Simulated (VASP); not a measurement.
## MgO: single point with PBEsol

The system is MgO.

```
CELL_PARAMETERS angstrom
2.62335 0.00000 0.00000
0.00000 2.62335 0.00000
0.00000 0.00000 2.62335
ATOMIC_POSITIONS crystal
Mg 0.00000 0.00000 0.00000
O 0.50000 0.50000 0.50000
```

* Program: VASP 6.6.1
* Task: single point
* Functional: PBEsol
* Potentials or basis: VASP PAW PBE potentials, release 64 (Mg, O)
* Cutoff: 600 eV
* k mesh: 6 × 6 × 6
* Occupations: gaussian, width 0.01 eV
* Spin: no spin polarisation

| Quantity | Value |
| --- | --- |
| Pressure | 1.0 GPa |
| Band gap on the k mesh | 2.57 eV, indirect (least direct gap 3.60 eV) |

Levels at points of the mesh, in eV from the valence-band top:
| k point | band 2 | band 3 | band 4 | band 5 | band 6 | band 7 |
| --- | --- | --- | --- | --- | --- | --- |
| (0.00, 0.00, 0.00) | -1.03 | -1.03 | -1.03 | 2.57 | 10.29 | 10.29 |
| (0.50, 0.00, 0.00) | -6.64 | -0.58 | -0.58 | 7.01 | 9.50 | 14.44 |
| (0.50, 0.50, 0.00) | -4.82 | -4.82 | 0.00 | 4.88 | 12.20 | 12.20 |
| (0.50, 0.50, 0.50) | -3.72 | -3.72 | -3.72 | 7.40 | 7.40 | 7.40 |

It took 3.7 s on 1 thread of Intel(R) Xeon(R) 6975P-C (Granite Rapids) (shared host), peak memory 0.13 GiB.

Caveat: the PAW data sets were made with another functional, which shifts forces and pressure a little. A k mesh can miss the band edges.
